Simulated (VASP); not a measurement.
# Cs2ZrS6 in VASP: a series of runs

Cs2ZrS6 is run at these levels: PBE; tasks: single point.

Program: VASP 6.6.1. These are calculated values, not measurements. Logs are shortened: lines on timing, memory, paths and dates and some standing lists are left out, and cuts for length are marked.

## 1. The cell of the first run

The typed cell holds 9 atoms: a = 7.085 Å, b = 7.085 Å, c = 5.537 Å, α = 90.00°, β = 90.00°, γ = 60.00°.

## 2. Single point, PBE

File INCAR:

```
SYSTEM = Cs2ZrS6
PREC = Accurate ; ENCUT = 520
EDIFF = 1E-7 ; ISMEAR = -1
SIGMA = 0.1 ; LREAL = .FALSE.
LASPH = .TRUE. ; NELM = 60
ALGO = Normal ; ISIF = 2
LWAVE = .FALSE. ; LCHARG = .TRUE.
GGA = PE ; LELF = .TRUE.
LVHAR = .TRUE. ; NBANDS = 43
```

File KPOINTS:

```
Automatic mesh
0
G
  3 3 3
  0 0 0
```

File POSCAR:

```
Cs2ZrS6
1.0
    3.5424010000      6.1356160000      0.0000000000
   -3.5424010000      6.1356160000      0.0000000000
    0.0000000000      0.0000000000      5.5374200000
Zr S Cs
1 6 2
Direct
    0.0000000000      0.0000000000      0.0000000000
    0.1600000000      0.6800000000      0.1980000000
    0.1600000000      0.1600000000      0.1980000000
    0.6800000000      0.1600000000      0.1980000000
    0.8400000000      0.3200000000      0.8020000000
    0.3200000000      0.8400000000      0.8020000000
    0.8400000000      0.8400000000      0.8020000000
    0.3333000000      0.3334000000      0.6920000000
    0.6667000000      0.6666000000      0.3080000000
```

Potentials or basis: VASP PAW PBE potentials, release 64 (Zr_sv, S, Cs_sv).

The run is started by

```console
> cat potpaw_PBE.64/Zr_sv/POTCAR potpaw_PBE.64/S/POTCAR potpaw_PBE.64/Cs_sv/POTCAR > POTCAR
> mpirun -np 1 vasp_std > vasp.out
```

OUTCAR:

```text
SYSTEM = Cs2ZrS6
   PREC = Accurate
   ENCUT = 520
   EDIFF = 1E-7
   ISMEAR = -1
   LREAL = .FALSE.
   LASPH = .TRUE.
   NELM = 60
   ISIF = 2
   GGA = PE

 ion  position               nearest neighbor table
   1  0.000  0.000  0.000-   3 2.25   7 2.25   4 2.25   5 2.25   6 2.25   2 2.25
   2  0.160  0.680  0.198-   1 2.25
   3  0.160  0.160  0.198-   1 2.25
   4  0.680  0.160  0.198-   1 2.25
   5  0.840  0.320  0.802-   1 2.25
   6  0.320  0.840  0.802-   1 2.25
   7  0.840  0.840  0.802-   1 2.25
   8  0.333  0.333  0.692-
   9  0.667  0.667  0.308-

  LATTYP: Found a hexagonal cell.
 ALAT       =     7.0847998239
 C/A-ratio  =     0.7815915958

  Lattice vectors:

 A1 = (   3.5424010000,  -6.1356160000,   0.0000000000)
 A2 = (   3.5424010000,   6.1356160000,   0.0000000000)
 A3 = (   0.0000000000,   0.0000000000,   5.5374200000)

Analysis of symmetry for initial positions (statically):
=====================================================================
 Subroutine PRICEL returns:
 Original cell was already a primitive cell.

 Routine SETGRP: Setting up the symmetry group for a
 hexagonal supercell.

 Subroutine GETGRP returns: Found  4 space group operations
 (whereof  4 operations were pure point group operations)
 out of a pool of 24 trial point group operations.

The static configuration has the point symmetry C_2h.

Analysis of symmetry for dynamics (positions and initial velocities):
=====================================================================
 Subroutine PRICEL returns:
 Original cell was already a primitive cell.

 Routine SETGRP: Setting up the symmetry group for a
 hexagonal supercell.

 Subroutine GETGRP returns: Found  4 space group operations
 (whereof  4 operations were pure point group operations)
 out of a pool of 24 trial point group operations.

The dynamic configuration has the point symmetry C_2h.

 Subroutine INISYM returns: Found  4 space group operations
 (whereof  4 operations are pure point group operations),
 and found     1 'primitive' translations

----------------------------------------------------------------------------------------

                                     Primitive cell

[... 91 lines left out ...]
   EDIFFG = 0.1E-05   stopping-criterion for IOM
   NSW    =      0    number of steps for IOM
   IBRION =     -1    ionic relax: 0-MD 1-quasi-New 2-CG
   NFREE  =      0    steps in history (QN), initial steepest desc. (CG)
   ISIF   =      2    stress and relaxation
   ISYM   =      2    0-nonsym 1-usesym 2-fastsym
   POTIM  = 0.5000    time-step for ionic-motion
   TEBEG  =    0.0;   TEEND  =   0.0 temperature during run
   PSTRESS=    0.0 pullay stress
   NELECT =      66.0000    total number of electrons
   NUPDOWN=      -1.0000    fix difference up-down
   EMIN   =  10.00;   EMAX   =-10.00  energy-range for DOS
   EFERMI =   0.00;   METHOD = LEGACY
   ISMEAR =    -1;   SIGMA  =   0.10  broadening in eV -4-tet -1-fermi 0-gaus
   EFERMI_NEDOS =   21; number of points for ismear=-14 and -15
   IALGO  =     38    algorithm
   IMIX   =      4    mixing-type and parameters
     AMIX     =   0.40;   BMIX     =  1.00
     AMIX_MAG =   1.60;   BMIX_MAG =  1.00
  volume/ion in A,a.u.               =      26.75       180.49
  Fermi-wavevector in a.u.,A,eV,Ry     =   1.063551  2.009820 15.390107  1.131141
  Thomas-Fermi vector in A             =   2.199040
   LORBIT       =      0    0 simple, 1 ext, 2 COOP (PROOUT), +10 PAW based schemes
   GGA     = PE    functional components
   LHFCALC =     F    Hartree Fock is set to
   AEXX    =    0.0000 exact exchange contribution
   IVDW    =     0    specifies the selected vdW correction
   LEPSILON=     F    determine dielectric tensor
   LRPA    =     F    only Hartree local field effects (RPA)
 non-spin polarized calculation
  energy-cutoff  :      520.00
  volume of cell :      240.71
 maximum number of plane-waves:      6501
 NGX is ok and might be reduce to    54
   NGX = 27   NGY = 27   NGZ = 21

 number of electron      65.9999997 magnetization

 Free energy of the ion-electron system (eV)
  ---------------------------------------------------
  ext. energy  EPLUGINS =         0.00000000
  ---------------------------------------------------
  free energy    TOTEN  =       -35.12232871 eV

  energy without entropy =      -34.70138828  energy(sigma->0) =      -34.91185850

 E-fermi :   2.6811     XC(G=0):  -9.0436

 val. band max:        2.6227178964   @ k =  -0.3333   0.3333   0.0000
 cond. band min:       2.6860583958   @ k =   0.0000   0.3333   0.0000
 fundamental gap:      0.0633404993
 Fermi energy:         2.6810832404

 k-point     1 :       0.0000    0.0000    0.0000
  band No.  band energies     occupation
      1     -44.5462      2.00000
      2     -23.2021      2.00000
      3     -23.2021      2.00000
      4     -22.9208      2.00000
      5     -17.5153      2.00000
      6     -17.4644      2.00000
[... 449 lines left out ...]
     42       9.0177      0.00000
     43       9.4804      0.00000

------------------------ aborting loop because EDIFF is reached ----------------------------------------

  FORCE on cell =-STRESS in cart. coord.  units (eV):
  Direction    XX          YY          ZZ          XY          YZ          ZX
  --------------------------------------------------------------------------------------
  -------------------------------------------------------------------------------------
  Total       23.0500591     23.0492012     16.5618127     -0.0007266      0.0001959     -0.0003392
  in kB      153.4225764    153.4168664    110.2364192     -0.0048362      0.0013037     -0.0022580
  external PRESSURE =     139.0252873 kB  Pullay stress =       0.0000000 kB

 VOLUME and BASIS-vectors are now :
 -----------------------------------------------------------------------------
  energy-cutoff  :      520.00
  volume of cell :      240.71
      direct lattice vectors                 reciprocal lattice vectors
     3.542401000  6.135616000  0.000000000     0.141147205  0.081491410  0.000000000
    -3.542401000  6.135616000  0.000000000    -0.141147205  0.081491410  0.000000000
     0.000000000  0.000000000  5.537420000     0.000000000  0.000000000  0.180589516

 POSITION                                       TOTAL-FORCE (eV/Angst)
 -----------------------------------------------------------------------------------
      0.00000      0.00000      0.00000        -0.000000     -0.000000      0.000000
     -1.84205      5.15392      1.09641         2.992141     -1.727513      2.314504
      0.00000      1.96340      1.09641         0.000352      3.455282      2.314568
      1.84205      5.15392      1.09641        -2.992187     -1.727946      2.314568
      1.84205      7.11731      4.44101        -2.992141      1.727513     -2.314504
     -1.84205      7.11731      4.44101         2.992187      1.727946     -2.314568
      0.00000     10.30783      4.44101        -0.000352     -3.455282     -2.314568
     -0.00035      4.09062      3.83189         0.000859     -0.000496      0.081758
      0.00035      8.18062      1.70553        -0.000859      0.000496     -0.081758
 -----------------------------------------------------------------------------------
    total drift:                                0.000000     -0.000000     -0.000000

  FREE ENERGIE OF THE ION-ELECTRON SYSTEM (eV)
  ---------------------------------------------------
  free  energy   TOTEN  =       -35.1223287062 eV

  energy  without entropy=      -34.7013882841  energy(sigma->0) =      -34.91185850
```

OSZICAR:

```text
N       E                     dE             d eps       ncg     rms          rms(c)
DAV:   1     0.485719426684E+03    0.48572E+03   -0.29402E+04   860   0.135E+03
DAV:   2     0.329851288038E+01   -0.48242E+03   -0.46870E+03  1120   0.273E+02
DAV:   3    -0.349968043920E+02   -0.38295E+02   -0.37529E+02  1168   0.790E+01
DAV:   4    -0.362007993774E+02   -0.12040E+01   -0.12013E+01  1216   0.131E+01
DAV:   5    -0.362319262743E+02   -0.31127E-01   -0.31122E-01  1240   0.179E+00    0.373E+01
DAV:   6    -0.352176160055E+02    0.10143E+01   -0.18346E+00   997   0.547E+00    0.192E+01
DAV:   7    -0.351287871916E+02    0.88829E-01   -0.16196E+00  1120   0.482E+00    0.252E+00
DAV:   8    -0.351204340538E+02    0.83531E-02   -0.17457E-01  1053   0.178E+00    0.198E+00
DAV:   9    -0.351235156879E+02   -0.30816E-02   -0.11353E-02  1048   0.541E-01    0.921E-01
DAV:  10    -0.351221539278E+02    0.13618E-02   -0.60716E-03   989   0.310E-01    0.819E-02
DAV:  11    -0.351222733647E+02   -0.11944E-03   -0.68672E-04  1176   0.104E-01    0.833E-02
DAV:  12    -0.351223238579E+02   -0.50493E-04   -0.10961E-04   925   0.481E-02    0.297E-02
DAV:  13    -0.351223275009E+02   -0.36430E-05   -0.11483E-05  1120   0.136E-02    0.656E-03
DAV:  14    -0.351223283192E+02   -0.81827E-06   -0.17577E-06  1096   0.526E-03    0.398E-03
DAV:  15    -0.351223287043E+02   -0.38508E-06   -0.41661E-07  1048   0.287E-03    0.204E-03
DAV:  16    -0.351223287062E+02   -0.18972E-08   -0.62099E-08   624   0.112E-03
   1 F= -.35122329E+02 E0= -.34911858E+02  d E =-.420940E+00
```

stdout:

```text
POSCAR found type information on POSCAR ZrS Cs
 POSCAR found :  3 types and       9 ions
 scaLAPACK will be used
 LDA part: xc-table for (Slater+PW92), standard interpolation
 POSCAR, INCAR and KPOINTS ok, starting setup
 FFT: planning ... GRIDC
 FFT: planning ... GRID_SOFT
 FFT: planning ... GRID
 WAVECAR not read
 entering main loop
```

It took 91 s on 1 thread of Intel Xeon Platinum 8488C (Sapphire Rapids), shared host; peak memory 0.38 GiB.

What came out:

* Free energy: -35.1223 eV
* Pressure: 13.9 GPa
* Largest force: 4.159 eV/Å
* Band gap on the k mesh: zero (bands 33 and 34 overlap by 0.29 eV)

Forces on the atoms (eV/Å):
```
Zr   0.000  0.000  0.000
S    2.992 -1.728  2.315
S    0.000  3.455  2.315
S   -2.992 -1.728  2.315
S   -2.992  1.728 -2.315
S    2.992  1.728 -2.315
S    0.000 -3.455 -2.315
Cs   0.001  0.000  0.082
Cs  -0.001  0.000 -0.082
```

Caveat: the k points lie up to 0.38 Å⁻¹ apart; spin-orbit coupling is left out, which moves the levels of the heavy elements; forces of over 1 eV/Å act on the atoms, so gaps and moduli don't describe the material at rest.

## 3. Single point, PBE

File INCAR:

```
SYSTEM = Cs2ZrS6
PREC = Accurate
ENCUT = 520
EDIFF = 1E-6
ISMEAR = -1
SIGMA = 0.1
LREAL = .FALSE.
LASPH = .TRUE.
NELM = 100
ALGO = Normal
ISIF = 2
LWAVE = .FALSE.
LCHARG = .FALSE.
GGA = PE
NBANDS = 43
ISYM = 0
```

File KPOINTS:

```
Automatic mesh
0
Gamma
  3 3 3
  0.5 0.5 0.5
```

POSCAR is that of step 2.

Potentials or basis: VASP PAW PBE potentials, release 64 (Zr_sv, S, Cs_sv).

The run is started by

```console
> cat potpaw_PBE.64/Zr_sv/POTCAR potpaw_PBE.64/S/POTCAR potpaw_PBE.64/Cs_sv/POTCAR > POTCAR
> mpirun -np 1 vasp_std > vasp.out
```

Run time: 6.2 min. Hardware: 1 thread of Intel Xeon Platinum 8488C (Sapphire Rapids), shared host; peak memory 0.56 GiB.

Results (log left out):

| Property | Result |
| --- | --- |
| Free energy | -35.0294 eV |
| Pressure | 14.2 GPa |
| Largest force | 4.167 eV/Å |
| Band gap on the k mesh | zero (bands 33 and 34 overlap by 0.17 eV) |

Forces on the atoms (eV/Å):
```
Zr  -0.002  0.002  0.000
S    3.039 -1.754  2.245
S    0.001  3.509  2.246
S   -3.038 -1.755  2.246
S   -3.039  1.754 -2.246
S    3.039  1.754 -2.245
S    0.000 -3.509 -2.245
Cs   0.001 -0.001  0.085
Cs   0.000  0.000 -0.085
```

Stress tensor (GPa, compression positive):
```
15.69  0.00  0.00
 0.00 15.69  0.00
 0.00  0.00 11.24
```

Levels at points of the mesh, in eV from the Fermi level:
```tsv
k point	band 30	band 31	band 32	band 33	band 34	band 35	band 36	band 37
(0.50, 0.50, 0.50)	-0.39	-0.34	-0.25	-0.14	-0.07	0.11	0.35	2.98
(0.00, 0.50, 0.50)	-0.39	-0.34	-0.25	-0.14	-0.07	0.11	0.35	2.98
(0.50, 0.00, 0.50)	-0.39	-0.34	-0.25	-0.14	-0.07	0.11	0.35	2.98
```

Caveat: the k points lie up to 0.38 Å⁻¹ apart; spin-orbit coupling is left out, which moves the levels of the heavy elements; forces of over 1 eV/Å act on the atoms, so gaps and moduli don't describe the material at rest.

The gap in the log of VASP goes by the Fermi energy; the results here count the filled bands.